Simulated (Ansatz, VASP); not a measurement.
# InAs in VASP and in Ansatz

The input INCAR:

```
ALGO = Normal
EDIFF = 1E-6
ENCUT = 520
GGA = PE
ISIF = 2
ISMEAR = 0
LASPH = True
LCHARG = False
LREAL = False
LWAVE = False
NBANDS = 16
NELM = 100
PREC = Accurate
SIGMA = 0.020999999999999998
```

Contents of KPOINTS:

```
k-points
0
Gamma
  8 8 8
```

POSCAR

```
InAs
1.0
    0.0000000000      3.0180000000      3.0180000000
    3.0180000000      0.0000000000      3.0180000000
    3.0180000000      3.0180000000      0.0000000000
In As
1 1
Direct
    0.0000000000      0.0000000000      0.0000000000
    0.7500000000      0.7500000000      0.7500000000
```

File input.yaml:

```yaml
crystal:
  lattice:
    - [0.0, 3.018, 3.018]
    - [3.018, 0.0, 3.018]
    - [3.018, 3.018, 0.0]
  atoms:
    - { symbol: In, position: [0.0, 0.0, 0.0] }
    - { symbol: As, position: [0.75, 0.75, 0.75] }
hamiltonian:
  xc: pbe
  pseudopotentials: { kind: paw }
kpoints:
  mp_grid: { grid: [8, 8, 8] }
scf:
  occupations: { method: gaussian, width: 0.021 }
output:
  forces: true
  stress: true
  eigenvalues: true
  write_density: true
  write_potential: true
  elf: true
  volumetric_format: npy
```

Alike in both runs: task single point; functional PBE; k mesh 8 × 8 × 8; occupations gaussian, width 0.021 eV; no spin polarisation.

|  | VASP | Ansatz |
| --- | --- | --- |
| version | VASP 6.6.1 | Ansatz 0.2.0 |
| potentials or method | VASP PAW PBE potentials, release 64 (In_d, As) | Ansatz PAW |
| plane-wave cutoff (eV) | 520 | 420 |
| valence electrons in the cell | 18 | 28 |

VASP gave:

- gap on the k mesh at the Fermi level (eV): none
- pressure (GPa): 4.4

Which values does Ansatz return?

gap on the k mesh at the Fermi level (eV): none; pressure (GPa): 4.3.

A gap of «none» marks a metal or a gap that the smearing closes. VASP's potentials hold 18 valence electrons a cell and Ansatz's 28, so a difference there can come from the potentials and not from the codes.
